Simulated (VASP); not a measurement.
Set up this calculation in VASP 6.6.1, as the native input.

* Task: relaxation of cell and atoms
* Functional: PBE
* Potentials or basis: VASP PAW PBE potentials, release 64 (Re)
* Cutoff: 600 eV
* k mesh: 17 × 17 × 9
* Occupations: fermi-dirac, width 0.05 eV
* Spin: no spin polarisation
* Dipole correction: no
* Further INCAR settings: ALGO = Normal; EDIFF = 1e-06; IBRION = 2; EDIFFG = -0.005; NSW = 45; ISIF = 3

The structure of Re lies in POSCAR:

```
Re
1.0
    2.7755478259      0.0000000000      0.0000000000
   -1.3877739130      2.4036949266      0.0000000000
    0.0000000000      0.0000000000      4.4824474845
Re
2
Direct
    0.3333333333      0.6666666667      0.2500000000
    0.6666666667      0.3333333333      0.7500000000
```

One way to write it, as run:

INCAR

```
ALGO = Normal
EDIFF = 1E-6
EDIFFG = -0.005
ENCUT = 600
GGA = PE
IBRION = 2
ISIF = 3
ISMEAR = -1
LASPH = T
LCHARG = F
LREAL = F
LWAVE = F
NELM = 60
NSW = 45
PREC = Accurate
SIGMA = 0.05
```

KPOINTS

```
k-points
0
Gamma
  17 17 9
```

Potentials or basis: VASP PAW PBE potentials, release 64 (Re).

Run with:

```bash
$ cat potpaw_PBE.64/Re/POTCAR > POTCAR
$ mpirun -np 1 vasp_std > vasp.out
```

Results of the run:

* Relaxed volume: 14.94 Å³/atom
* Relaxed cell: a = 2.775 Å, b = 2.775 Å, c = 4.480 Å, α = 90.00°, β = 90.00°, γ = 120.00°
* Space group after relaxing (to 0.05 Å): P6_3/mmc (No. 194)
* Energy gained by relaxing: 0.0 meV/atom
* Ionic steps: 4
* Pressure after relaxing: 0.0 GPa
* Band gap on the k mesh: zero (band 7 reaches 9.16 eV, above the bottom of band 8 at 6.13 eV)

Caveat: spin-orbit coupling is left out, which moves the levels of the heavy elements.

Wall time 56 s on 1 thread of AMD EPYC 9R45 96-Core Processor (Zen 5) (shared host), peak memory 0.18 GiB.
